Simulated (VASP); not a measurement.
Set up this calculation in VASP 6.6.1, as the native input.

* Task: single point
* Functional: r2SCAN
* Potentials or basis: VASP PAW PBE potentials, release 64 (Li_sv)
* Cutoff: 520 eV
* k mesh: 11 × 11 × 11
* Occupations: methfessel-paxton, width 0.1 eV
* Spin: no spin polarisation
* Dipole correction: no
* Further INCAR settings: ALGO = Normal; EDIFF = 1e-06; NBANDS = 8

Li:

```
CELL_PARAMETERS angstrom
-1.37476 1.37476 1.37476
1.37476 -1.37476 1.37476
1.37476 1.37476 -1.37476
ATOMIC_POSITIONS crystal
Li 0.00000 0.00000 0.00000
```

These files were run (other wordings do the same):

POSCAR

```
Li
1.0
   -1.3747612057      1.3747612057      1.3747612057
    1.3747612057     -1.3747612057      1.3747612057
    1.3747612057      1.3747612057     -1.3747612057
Li
1
Direct
    0.0000000000      0.0000000000      0.0000000000
```

INCAR.step1

```
SYSTEM = Li
PREC = Accurate
ENCUT = 520
ISMEAR = 1
SIGMA = 0.1
LREAL = .FALSE.
LASPH = .TRUE.
NELM = 100
NBANDS = 8
GGA = PE
ALGO = Normal
EDIFF = 1E-4
LWAVE = .TRUE.
LCHARG = .FALSE.
```

INCAR.step2

```
SYSTEM = Li
PREC = Accurate
ENCUT = 520
EDIFF = 1E-6
ISMEAR = 1
SIGMA = 0.1
LREAL = .FALSE.
LASPH = .TRUE.
NELM = 100
ALGO = Normal
ISIF = 2
LWAVE = .FALSE.
LCHARG = .TRUE.
METAGGA = R2SCAN
LMIXTAU = .TRUE.
LELF = .TRUE.
LVHAR = .TRUE.
NBANDS = 8
ISTART = 1
```

KPOINTS

```
regular mesh
0
G
  11 11 11
  0 0 0
```

Potentials or basis: VASP PAW PBE potentials, release 64 (Li_sv).

Command:

```sh
$ cat potpaw_PBE.64/Li_sv/POTCAR > POTCAR
$ cp INCAR.step1 INCAR
$ mpirun -np 1 vasp_std > vasp.out
$ cp INCAR.step2 INCAR
$ mpirun -np 1 vasp_std > vasp.out
```

It gave:

* Band gap on the k mesh: zero (an odd number of electrons rules out a gap without spin polarisation)

Run time: 12 s on 1 thread of Intel(R) Xeon(R) 6975P-C (Granite Rapids), on a shared host, peak memory 0.11 GiB.
